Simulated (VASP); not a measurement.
# NaH in VASP: further runs, part 2 of 2

VASP 6.6.1. The steps go on from the part before.

## Step 4: Single point, r2SCAN (epitaxial 111 strain +4.2%)

File POSCAR:

```
NaH
1.0
   -0.0871033519      2.4101454511      2.4101454511
    2.4101454511     -0.0871033519      2.4101454511
    2.4101454511      2.4101454511     -0.0871033519
Na H
1 1
Direct
    0.0000000000      0.0000000000      0.0000000000
    0.5000000000      0.5000000000      0.5000000000
```

File INCAR.step1:

```
PREC     = Accurate       # precision mode
ENCUT    = 520            # plane-wave cutoff, eV
ISMEAR   = 0              # smearing method
SIGMA    = 0.01           # smearing width, eV
LREAL    = False          # projectors in reciprocal space
LASPH    = True           # aspherical terms in the spheres
NELM     = 60             # most SCF steps
NBANDS   = 11             # bands
GGA      = PE             # functional
ALGO     = Normal         # electronic algorithm
EDIFF    = 1E-4           # SCF threshold, eV
LWAVE    = True           # write WAVECAR
LCHARG   = False          # write CHGCAR
```

File INCAR.step2:

```
PREC     = Accurate       # precision mode
ENCUT    = 520            # plane-wave cutoff, eV
EDIFF    = 1E-6           # SCF threshold, eV
ISMEAR   = 0              # smearing method
SIGMA    = 0.01           # smearing width, eV
LREAL    = False          # projectors in reciprocal space
LASPH    = True           # aspherical terms in the spheres
NELM     = 60             # most SCF steps
ALGO     = Normal         # electronic algorithm
ISIF     = 2              # what is computed and relaxed
LWAVE    = False          # write WAVECAR
LCHARG   = False          # write CHGCAR
METAGGA  = R2SCAN         # meta-GGA
LMIXTAU  = True         
NBANDS   = 11             # bands
ISTART   = 1
```

File KPOINTS:

```
regular mesh
0
Gamma
  10 10 10
```

Potentials or basis: VASP PAW PBE potentials, release 64 (Na_pv, H).

The run is started by

```sh
$ cat potpaw_PBE.64/Na_pv/POTCAR potpaw_PBE.64/H/POTCAR > POTCAR
$ cp INCAR.step1 INCAR
$ mpirun -np 1 vasp_std > vasp.out
$ cp INCAR.step2 INCAR
$ mpirun -np 1 vasp_std > vasp.out
```

OUTCAR:

```text
PREC = Accurate
   ENCUT = 520
   EDIFF = 1E-6
   ISMEAR = 0
   LREAL = False
   LASPH = True
   NELM = 60
   ISIF = 2
   METAGGA = R2SCAN
   ISTART = 1

 ion  position               nearest neighbor table
   1  0.000  0.000  0.000-
   2  0.500  0.500  0.500-

  LATTYP: Found a trigonal (rhomboedric) cell.
 ALAT       =     3.4095731675
 COS(alpha) =     0.4635569809

  Lattice vectors:

 A1 = (  -0.0871033519,   2.4101454511,   2.4101454511)
 A2 = (   2.4101454511,  -0.0871033519,   2.4101454511)
 A3 = (   2.4101454511,   2.4101454511,  -0.0871033519)

Analysis of symmetry for initial positions (statically):
=====================================================================
 Subroutine PRICEL returns:
 Original cell was already a primitive cell.

 Routine SETGRP: Setting up the symmetry group for a
 trigonal (rhombohedral) supercell.

 Subroutine GETGRP returns: Found 12 space group operations
 (whereof 12 operations were pure point group operations)
 out of a pool of 12 trial point group operations.

The static configuration has the point symmetry D_3d.

Analysis of symmetry for dynamics (positions and initial velocities):
=====================================================================
 Subroutine PRICEL returns:
 Original cell was already a primitive cell.

 Routine SETGRP: Setting up the symmetry group for a
 trigonal (rhombohedral) supercell.

 Subroutine GETGRP returns: Found 12 space group operations
 (whereof 12 operations were pure point group operations)
 out of a pool of 12 trial point group operations.

The dynamic configuration has the point symmetry D_3d.

 Subroutine INISYM returns: Found 12 space group operations
 (whereof 12 operations are pure point group operations),
 and found     1 'primitive' translations

----------------------------------------------------------------------------------------
[... 118 lines left out ...]
   METAGGA = R2SCAN    functional components
   LHFCALC =     F    Hartree Fock is set to
   AEXX    =    0.0000 exact exchange contribution
   IVDW    =     0    specifies the selected vdW correction
   LEPSILON=     F    determine dielectric tensor
   LRPA    =     F    only Hartree local field effects (RPA)
 non-spin polarized calculation
 Gauss-broadening in eV      SIGMA  =   0.01
  energy-cutoff  :      520.00
  volume of cell :       29.52
 maximum number of plane-waves:       827
 NGX is ok and might be reduce to    28
   NGX = 13   NGY = 13   NGZ = 13

 number of electron       8.0000005 magnetization

 Free energy of the ion-electron system (eV)
  ---------------------------------------------------
  ext. energy  EPLUGINS =         0.00000000
  ---------------------------------------------------
  free energy    TOTEN  =        -7.58304956 eV

  energy without entropy =       -7.58304956  energy(sigma->0) =       -7.58304956

 E-fermi :  -1.5133     XC(G=0):  -7.9730

 val. band max:       -1.5932203516   @ k =  -0.3000   0.5000   0.2000
 cond. band min:       2.6025871035   @ k =   0.5000   0.0000   0.0000
 fundamental gap:      4.1958074551
 Fermi energy:        -1.5133324518

 k-point     1 :       0.0000    0.0000    0.0000
  band No.  band energies     occupation
      1     -24.5874      2.00000
      2     -24.5773      2.00000
      3     -24.5773      2.00000
      4      -5.0107      2.00000
      5       9.4049      0.00000
      6      14.0254      0.00000
      7      14.0254      0.00000
      8      14.8479      0.00000
      9      14.8479      0.00000
     10      15.3556      0.00000
     11      15.4935      0.00000
[... 309 lines left out ...]
 k-point    24 :       0.4000    0.3000    0.0000
  band No.  band energies     occupation
      1     -24.6395      2.00000
      2     -24.6015      2.00000
      3     -24.5977      2.00000
      4      -2.6348      2.00000
      5       4.6655      0.00000
      6       7.9789      0.00000
      7      10.4771      0.00000
      8      11.0679      0.00000
      9      12.6997      0.00000
     10      19.7156      0.00000
     11      21.4909      0.00000

 [... further k-points ...]

------------------------ aborting loop because EDIFF is reached ----------------------------------------

  FORCE on cell =-STRESS in cart. coord.  units (eV):
  Direction    XX          YY          ZZ          XY          YZ          ZX
  --------------------------------------------------------------------------------------
  -------------------------------------------------------------------------------------
  Total       -0.3282926     -0.3282926     -0.3282926      0.1341139      0.1341139      0.1341139
  in kB      -17.8194540    -17.8194540    -17.8194540      7.2795907      7.2795907      7.2795907
  external PRESSURE =     -17.8194540 kB  Pullay stress =       0.0000000 kB

 VOLUME and BASIS-vectors are now :
 -----------------------------------------------------------------------------
  energy-cutoff  :      520.00
  volume of cell :       29.52
      direct lattice vectors                 reciprocal lattice vectors
    -0.087103352  2.410145451  2.410145451    -0.196535747  0.203904930  0.203904930
     2.410145451 -0.087103352  2.410145451     0.203904930 -0.196535747  0.203904930
     2.410145451  2.410145451 -0.087103352     0.203904930  0.203904930 -0.196535747

 POSITION                                       TOTAL-FORCE (eV/Angst)
 -----------------------------------------------------------------------------------
      0.00000      0.00000      0.00000         0.000000      0.000000      0.000000
      2.36659      2.36659      2.36659         0.000000     -0.000000     -0.000000
 -----------------------------------------------------------------------------------
    total drift:                               -0.000000     -0.000000     -0.000000

  FREE ENERGIE OF THE ION-ELECTRON SYSTEM (eV)
  ---------------------------------------------------
  free  energy   TOTEN  =        -7.5830495605 eV

  energy  without entropy=       -7.5830495605  energy(sigma->0) =       -7.58304956
```

OSZICAR.step1:

```text
N       E                     dE             d eps       ncg     rms          rms(c)
DAV:   1     0.360075158705E+02    0.36008E+02   -0.45338E+03  2570   0.728E+02
DAV:   2    -0.417464890440E+01   -0.40182E+02   -0.39546E+02  2666   0.191E+02
DAV:   3    -0.549265368400E+01   -0.13180E+01   -0.13162E+01  3081   0.330E+01
DAV:   4    -0.550176459645E+01   -0.91109E-02   -0.91097E-02  2947   0.274E+00
DAV:   5    -0.550185052198E+01   -0.85926E-04   -0.85924E-04  2920   0.272E-01    0.315E+00
DAV:   6    -0.516144512608E+01    0.34041E+00   -0.34311E-01  2980   0.270E+00    0.145E+00
DAV:   7    -0.507160995661E+01    0.89835E-01   -0.32966E-01  2864   0.209E+00    0.358E-01
DAV:   8    -0.507667605157E+01   -0.50661E-02   -0.10548E-02  2753   0.935E-01    0.714E-02
DAV:   9    -0.507656400179E+01    0.11205E-03   -0.12756E-03  3104   0.360E-01    0.230E-02
DAV:  10    -0.507655270967E+01    0.11292E-04   -0.65618E-05  1781   0.513E-02
   1 F= -.50765527E+01 E0= -.50765527E+01  d E =-.916429E-32
```

Run time: 2.2 min. Hardware: 1 thread of Intel Xeon Platinum 8488C (Sapphire Rapids), shared host; peak memory 0.17 GiB.

Results:

```
Free energy            : -7.5830 eV
Pressure               : -1.8 GPa
Band gap on the k mesh : 4.20 eV (least direct gap 5.07 eV)
```

Caveat: the cell differs from its parent crystal (epitaxial 111 strain +4.2%); the structure was generated, so it needn't be the stable form of NaH; the PAW data sets were made with another functional, which shifts forces and pressure a little. A k mesh can miss the band edges.

## Step 5: Single point, HSE06 (uniaxial z strain -3.5%)

File POSCAR:

```
NaH
1.0
    0.0000000000      2.3975122917      2.3147981176
    2.3975122917      0.0000000000      2.3147981176
    2.3975122917      2.3975122917      0.0000000000
Na H
1 1
Direct
    0.0000000000      0.0000000000      0.0000000000
    0.5000000000      0.5000000000      0.5000000000
```

File INCAR.step1:

```
SYSTEM = NaH
ALGO = Normal ; EDIFF = 1E-5
ENCUT = 520 ; GGA = PE
ISIF = 2 ; ISMEAR = 0
LASPH = .TRUE. ; LCHARG = .FALSE.
LREAL = .FALSE. ; LWAVE = .TRUE.
NBANDS = 11 ; NELM = 60
PREC = Accurate ; SIGMA = 0.01
```

File INCAR.step2:

```
SYSTEM = NaH
ALGO = Normal ; EDIFF = 1E-6
ENCUT = 520 ; GGA = PE
HFSCREEN = 0.2079 ; ISIF = 2
ISMEAR = 0 ; ISTART = 1
LASPH = .TRUE. ; LCHARG = .FALSE.
LHFCALC = .TRUE. ; LREAL = .FALSE.
LWAVE = .FALSE. ; NBANDS = 11
NELM = 60 ; PREC = Accurate
PRECFOCK = Normal ; SIGMA = 0.01
```

File KPOINTS:

```
k-points
0
G
  6 6 6
  0 0 0
```

The run is started by

```sh
$ cat potpaw_PBE.64/Na_pv/POTCAR potpaw_PBE.64/H/POTCAR > POTCAR
$ cp INCAR.step1 INCAR
$ mpirun -np 1 vasp_std > vasp.out
$ cp INCAR.step2 INCAR
$ mpirun -np 1 vasp_std > vasp.out
```

Wall time 14 min (1 thread of Intel Xeon Platinum 8488C (Sapphire Rapids), shared host); peak memory 0.26 GiB.

Results (log left out):

| Item | Value |
| --- | --- |
| Free energy | -5.7557 eV |
| Pressure | 1.2 GPa |
| Band gap on the k mesh | 4.90 eV (least direct gap 5.90 eV) |

Stress tensor (GPa, compression positive):
```
0.65 0.00 0.00
0.00 0.65 0.00
0.00 0.00 2.16
```

Levels at points of the mesh, in eV from the valence-band top:
```
           k point  band 1  band 2  band 3  band 4  band 5  band 6  band 7  band 8  band 9
(0.00, 0.00, 0.00)  -24.30  -24.30  -24.29   -4.15   12.49   17.40   17.40   17.58   18.58
(0.50, 0.00, 0.00)  -24.41  -24.32  -24.31   -1.00    4.90   12.56   14.89   15.44   18.17
(0.50, 0.50, 0.00)  -24.39  -24.34  -24.34   -0.09    6.10   11.23   12.05   12.05   13.77
(0.50, 0.00, 0.50)  -24.40  -24.33  -24.33   -0.28    5.64   11.62   12.51   12.54   13.94
```

Caveat: the cell differs from its parent crystal (uniaxial z strain -3.5%); the structure was generated, so it needn't be the stable form of NaH; the PAW data sets were made with another functional, which shifts forces and pressure a little. A k mesh can miss the band edges.

## Step 6: Single point, HSE06 (strain along [111] +3.3%)

File POSCAR:

```
NaH
1.0
    0.0529051046      2.4504173962      2.4504173962
    2.4504173962      0.0529051046      2.4504173962
    2.4504173962      2.4504173962      0.0529051046
Na H
1 1
Direct
    0.0000000000      0.0000000000      0.0000000000
    0.5000000000      0.5000000000      0.5000000000
```

File INCAR.step1:

```
SYSTEM = NaH
ALGO = Normal ; EDIFF = 1E-5
ENCUT = 520 ; GGA = PE
ISIF = 2 ; ISMEAR = 0
LASPH = .TRUE. ; LREAL = .FALSE.
LWAVE = .TRUE. ; NBANDS = 11
NELM = 60 ; PREC = Accurate
SIGMA = 0.01
```

INCAR.step2: that of step 5 with these lines changed.

```diff
@@ -5,4 +5,5 @@
 ISMEAR = 0 ; ISTART = 1
-LASPH = .TRUE. ; LCHARG = .FALSE.
-LHFCALC = .TRUE. ; LREAL = .FALSE.
+LASPH = .TRUE. ; LCHARG = .TRUE.
+LELF = .TRUE. ; LHFCALC = .TRUE.
+LREAL = .FALSE. ; LVHAR = .TRUE.
 LWAVE = .FALSE. ; NBANDS = 11
```

KPOINTS is that of step 5.

Potentials or basis: VASP PAW PBE potentials, release 64 (Na_pv, H).

The run is started by

```sh
$ cat potpaw_PBE.64/Na_pv/POTCAR potpaw_PBE.64/H/POTCAR > POTCAR
$ cp INCAR.step1 INCAR
$ mpirun -np 1 vasp_std > vasp.out
$ cp INCAR.step2 INCAR
$ mpirun -np 1 vasp_std > vasp.out
```

OUTCAR:

```text
SYSTEM = NaH
   EDIFF = 1E-6
   ENCUT = 520
   GGA = PE
   HFSCREEN = 0.2079
   ISIF = 2
   ISMEAR = 0
   ISTART = 1
   LASPH = .TRUE.
   LHFCALC = .TRUE.
   LREAL = .FALSE.
   NELM = 60
   PREC = Accurate
   PRECFOCK = Normal

 ion  position               nearest neighbor table
   1  0.000  0.000  0.000-
   2  0.500  0.500  0.500-

  LATTYP: Found a trigonal (rhomboedric) cell.
 ALAT       =     3.4658173324
 COS(alpha) =     0.5214687037

  Lattice vectors:

 A1 = (   0.0529051046,   2.4504173962,   2.4504173962)
 A2 = (   2.4504173962,   0.0529051046,   2.4504173962)
 A3 = (   2.4504173962,   2.4504173962,   0.0529051046)

Analysis of symmetry for initial positions (statically):
=====================================================================
 Subroutine PRICEL returns:
 Original cell was already a primitive cell.

 Routine SETGRP: Setting up the symmetry group for a
 trigonal (rhombohedral) supercell.

 Subroutine GETGRP returns: Found 12 space group operations
 (whereof 12 operations were pure point group operations)
 out of a pool of 12 trial point group operations.

The static configuration has the point symmetry D_3d.

[... 179 lines left out ...]
      2     -26.3001      2.00000
      3     -26.2951      2.00000
      4      -5.8010      2.00000
      5       9.9784      0.00000
      6      14.5603      0.00000
      7      15.2953      0.00000
      8      15.2953      0.00000
      9      15.3551      0.00000
     10      16.2837      0.00000
     11      16.2837      0.00000
[... 309 lines left out ...]
 k-point    24 :      -0.3333    0.5000    0.1667
  band No.  band energies     occupation
      1     -26.3632      2.00000
      2     -26.3377      2.00000
      3     -26.3272      2.00000
      4      -1.9217      2.00000
      5       4.4122      0.00000
      6       6.3560      0.00000
      7       8.0707      0.00000
      8      14.1611      0.00000
      9      14.8461      0.00000
     10      20.0684      0.00000
     11      20.7845      0.00000

 [... further k-points ...]

------------------------ aborting loop because EDIFF is reached ----------------------------------------

  FORCE on cell =-STRESS in cart. coord.  units (eV):
  Direction    XX          YY          ZZ          XY          YZ          ZX
  --------------------------------------------------------------------------------------
  -------------------------------------------------------------------------------------
  Total       -0.1070474     -0.1070474     -0.1070474     -0.0941098     -0.0941098     -0.0941098
  in kB       -6.0232630     -6.0232630     -6.0232630     -5.2953017     -5.2953017     -5.2953017
  external PRESSURE =      -6.0232630 kB  Pullay stress =       0.0000000 kB

 VOLUME and BASIS-vectors are now :
 -----------------------------------------------------------------------------
  energy-cutoff  :      520.00
  volume of cell :       28.47
      direct lattice vectors                 reciprocal lattice vectors
     0.052905105  2.450417396  2.450417396    -0.210776778  0.206322231  0.206322231
     2.450417396  0.052905105  2.450417396     0.206322231 -0.210776778  0.206322231
     2.450417396  2.450417396  0.052905105     0.206322231  0.206322231 -0.210776778

 POSITION                                       TOTAL-FORCE (eV/Angst)
 -----------------------------------------------------------------------------------
      0.00000      0.00000      0.00000         0.000000     -0.000000      0.000000
      2.47687      2.47687      2.47687        -0.000000      0.000000     -0.000000
 -----------------------------------------------------------------------------------
    total drift:                                0.000002     -0.000000      0.000002

  FREE ENERGIE OF THE ION-ELECTRON SYSTEM (eV)
  ---------------------------------------------------
  free  energy   TOTEN  =        -5.7588971193 eV

  energy  without entropy=       -5.7588971193  energy(sigma->0) =       -5.75889712
```

OSZICAR.step1:

```text
N       E                     dE             d eps       ncg     rms          rms(c)
DAV:   1     0.376840501094E+02    0.37684E+02   -0.45935E+03   707   0.737E+02
DAV:   2    -0.416985407794E+01   -0.41854E+02   -0.41402E+02   737   0.200E+02
DAV:   3    -0.550207392760E+01   -0.13322E+01   -0.13303E+01   851   0.334E+01
DAV:   4    -0.551154996457E+01   -0.94760E-02   -0.94751E-02   818   0.287E+00
DAV:   5    -0.551164528355E+01   -0.95319E-04   -0.95318E-04   807   0.291E-01    0.318E+00
DAV:   6    -0.517172118533E+01    0.33992E+00   -0.33490E-01   799   0.275E+00    0.147E+00
DAV:   7    -0.507990057007E+01    0.91821E-01   -0.32642E-01   794   0.213E+00    0.352E-01
DAV:   8    -0.508468350879E+01   -0.47829E-02   -0.10034E-02   767   0.948E-01    0.683E-02
DAV:   9    -0.508461560138E+01    0.67907E-04   -0.11902E-03   867   0.358E-01    0.231E-02
DAV:  10    -0.508460260889E+01    0.12992E-04   -0.62442E-05   801   0.499E-02    0.431E-03
DAV:  11    -0.508460622982E+01   -0.36209E-05   -0.59318E-06   763   0.112E-02
   1 F= -.50846062E+01 E0= -.50846062E+01  d E =-.187871E-25
```

It took 16 min on 1 thread of Intel Xeon Platinum 8488C (Sapphire Rapids), shared host; peak memory 0.26 GiB.

What came out:

- Free energy: -5.7589 eV
- Pressure: -0.6 GPa
- Band gap on the k mesh: 4.62 eV (least direct gap 5.68 eV)

Stress tensor (GPa, compression positive):
```
-0.60 -0.53 -0.53
-0.53 -0.60 -0.53
-0.53 -0.53 -0.60
```

Caveat: the cell differs from its parent crystal (strain along [111] +3.3%); the structure was generated, so it needn't be the stable form of NaH; the PAW data sets were made with another functional, which shifts forces and pressure a little. A k mesh can miss the band edges.

## Step 7: Summary

```tsv
level	cell	k mesh	grid for exact exchange (PRECFOCK)	share of exact exchange	screening parameter	gap on the mesh (eV)	pressure (GPa)
r2SCAN	a = 3.333, b = 3.333, c = 3.391 Å, angles 59.4, 59.4, 61.2°, 2 atoms	10 × 10 × 10	-	-	-	4.46	0.6
r2SCAN	a = 3.466 Å, angles 58.6°, 2 atoms	10 × 10 × 10	-	-	-	4.17	-1.0
r2SCAN	a = 3.410 Å, angles 62.4°, 2 atoms	10 × 10 × 10	-	-	-	4.20	-1.8
HSE06	a = 3.333, b = 3.333, c = 3.391 Å, angles 59.4, 59.4, 61.2°, 2 atoms	6 × 6 × 6	Normal	0.25	0.2079 1/Å	4.90	1.2
HSE06	a = 3.466 Å, angles 58.6°, 2 atoms	6 × 6 × 6	Normal	0.25	0.2079 1/Å	4.62	-0.6
```

Alike in all rows: task single point; potentials or basis VASP PAW PBE potentials, release 64 (Na_pv, H); no spin polarisation; cutoff (eV) 520; smearing gaussian 0.01 eV.

Caveats: the structure was generated, so it needn't be the stable form of NaH; the PAW data sets were made with another functional, which shifts forces and pressure a little.

Absolute energies hang on the potentials; compare differences alone.
